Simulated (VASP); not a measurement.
Here is a VASP 6.6.1 calculation.

INCAR

```
PREC = Accurate
ENCUT = 520
EDIFF = 1E-6
ISMEAR = 0
SIGMA = 0.1
LREAL = F
LASPH = T
NELM = 100
ALGO = Normal
ISIF = 2
LWAVE = F
LCHARG = F
GGA = PE
NBANDS = 18
```

The input KPOINTS:

```
regular mesh
0
Gamma
  6 6 4
```

The input POSCAR:

```
SiB5
1.0
    4.3660069200      0.0000000000      0.0000000000
   -2.1830034600      3.7810729100      0.0000000000
    0.0000000000      0.0000000000      3.9551993400
Si B
1 5
Direct
    0.0000000000      0.0000000000      0.5000000000
    0.3333333300      0.6666666700      0.5000000000
    0.0000000000      0.6884842500      0.0000000000
    0.6884842500      0.0000000000      0.0000000000
    0.3115157500      0.3115157500      0.0000000000
    0.6666666700      0.3333333300      0.5000000000
```

Potentials or basis: VASP PAW PBE potentials, release 64 (Si, B).

Run with:

```sh
$ cat potpaw_PBE.64/Si/POTCAR potpaw_PBE.64/B/POTCAR > POTCAR
$ mpirun -np 1 vasp_std > vasp.out
```

(1) Predict the largest force.

(2) What does it give for the pressure?

(3) Estimate the band gap on the k mesh.

## Answers

(1) 0.035 eV/Å.

(2) -30.0 GPa.

(3) zero (an odd number of electrons rules out a gap without spin polarisation).

Caveat: the k points lie up to 0.40 Å⁻¹ apart, too coarse for converged energies and pressures of a metal.
